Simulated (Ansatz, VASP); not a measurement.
## One calculation of ZnS2, two programs

```
CELL_PARAMETERS angstrom
5.94903 0.00000 0.00000
0.00000 5.94903 0.00000
0.00000 0.00000 5.94903
ATOMIC_POSITIONS crystal
Zn 0.50000 0.50000 0.00000
Zn 0.50000 0.00000 0.50000
Zn 0.00000 0.50000 0.50000
Zn 0.00000 0.00000 0.00000
S 0.10055 0.89945 0.39945
S 0.89945 0.39945 0.10055
S 0.39945 0.10055 0.89945
S 0.60055 0.60055 0.60055
S 0.89945 0.10055 0.60055
S 0.10055 0.60055 0.89945
S 0.60055 0.89945 0.10055
S 0.39945 0.39945 0.39945
```

Alike in both runs: functional r2SCAN; k mesh 6 × 6 × 6; occupations gaussian, width 0.02 eV; no spin polarisation.

Ansatz relaxed the structure, and its values are those at the end. VASP's run is a single point on that final structure, the one shown.

```csv
,VASP,Ansatz
version,VASP 6.6.1,Ansatz 0.2.0
potentials or method,"VASP PAW PBE potentials, release 64 (Zn, S), cutoff 520 eV","scalar-relativistic, plane waves, PAW"
valence electrons in the cell,96,96
```

VASP gave:

* gap on the k mesh at the Fermi level (eV): 1.95
* least direct gap on the mesh (eV): 2.04
* pressure (GPa): -0.1
* rms of the force components (eV/Å): 0.051

Q: What did Ansatz give for the same quantities?

A: gap on the k mesh at the Fermi level (eV): 1.93; least direct gap on the mesh (eV): 2.01; pressure (GPa): 0.0; rms of the force components (eV/Å): 0.000.

VASP's potentials were made for PBE, not for r2SCAN.
